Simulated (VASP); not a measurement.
## Si2Ru2N: single point with PBE

Si2Ru2N:

```
Si Ru N
1.0
     2.94305    0.00000    0.00000
    -1.47152    2.54875    0.00000
     0.00000    0.00000    7.69477
Si Ru N
2 2 1
Direct
  0.33333 0.66667 0.14100
  0.66667 0.33333 0.85900
  0.33333 0.66667 0.66700
  0.66667 0.33333 0.33300
  0.00000 0.00000 0.00000
```

```
Program                : VASP 6.6.1
Task                   : single point
Functional             : PBE
Potentials or basis    : VASP PAW PBE potentials, release 64 (Si, Ru_pv, N)
Cutoff                 : 520 eV
k mesh                 : 6 × 6 × 2
Occupations            : gaussian, width 0.1 eV
Spin                   : collinear spin, ferromagnetic start
Starting moments       : [0.0, 0.0, 1.0, 1.0, 0.0] μB
Dipole correction      : no
Further INCAR settings : ALGO = Normal; EDIFF = 1e-06; NBANDS = 32
```

| Item | Value |
| --- | --- |
| Pressure | 20.0 GPa |
| Largest force | 5.253 eV/Å |
| Net moment | 0.00 μB per cell |
| Valence electrons inside the program's atomic spheres | Si 1.62; Ru 12.88; N 3.81 |

Forces in eV/Å, atoms in the order of the input:
```
Si   0.000  0.000  0.933
Si   0.000  0.000 -0.933
Ru   0.000  0.000 -5.253
Ru   0.000  0.000  5.253
N    0.000  0.000  0.000
```

Stress tensor (GPa, compression positive):
```
-4.17  0.00  0.00
 0.00 -4.17  0.00
 0.00  0.00 68.41
```

Levels at points of the mesh, in eV from the Fermi level:
Spin up:
```csv
k point,band 16,band 17,band 18,band 19,band 20,band 21,band 22,band 23,band 24,band 25
"(0.00, 0.00, 0.00)",-2.12,-2.12,-1.55,-0.92,-0.92,-0.31,-0.15,-0.15,1.50,5.19
"(0.50, 0.00, 0.00)",-1.59,-1.50,-1.45,-1.40,0.43,1.03,1.15,1.96,2.62,3.40
"(0.00, 0.00, 0.50)",-2.03,-2.01,-2.01,-0.79,-0.79,-0.31,-0.31,0.82,1.27,5.15
"(0.50, 0.00, 0.50)",-2.07,-0.88,-0.61,-0.24,-0.08,0.60,1.03,1.16,2.57,3.73
```
Spin down:
| k point | band 16 | band 17 | band 18 | band 19 | band 20 | band 21 | band 22 | band 23 | band 24 | band 25 |
| --- | --- | --- | --- | --- | --- | --- | --- | --- | --- | --- |
| (0.00, 0.00, 0.00) | -2.12 | -2.12 | -1.55 | -0.92 | -0.92 | -0.31 | -0.15 | -0.15 | 1.50 | 5.19 |
| (0.50, 0.00, 0.00) | -1.59 | -1.50 | -1.45 | -1.40 | 0.44 | 1.03 | 1.15 | 1.96 | 2.62 | 3.40 |
| (0.00, 0.00, 0.50) | -2.03 | -2.01 | -2.01 | -0.79 | -0.79 | -0.31 | -0.31 | 0.82 | 1.27 | 5.15 |
| (0.50, 0.00, 0.50) | -2.07 | -0.88 | -0.61 | -0.24 | -0.08 | 0.60 | 1.03 | 1.16 | 2.57 | 3.73 |

It took 45 s on 1 thread of Intel(R) Xeon(R) Platinum 8375C CPU @ 2.90GHz (Ice Lake), with other jobs on the host, peak memory 0.22 GiB.

Caveat: the k points lie up to 0.41 Å⁻¹ apart; forces of over 1 eV/Å act on the atoms, so gaps and moduli don't describe the material at rest.
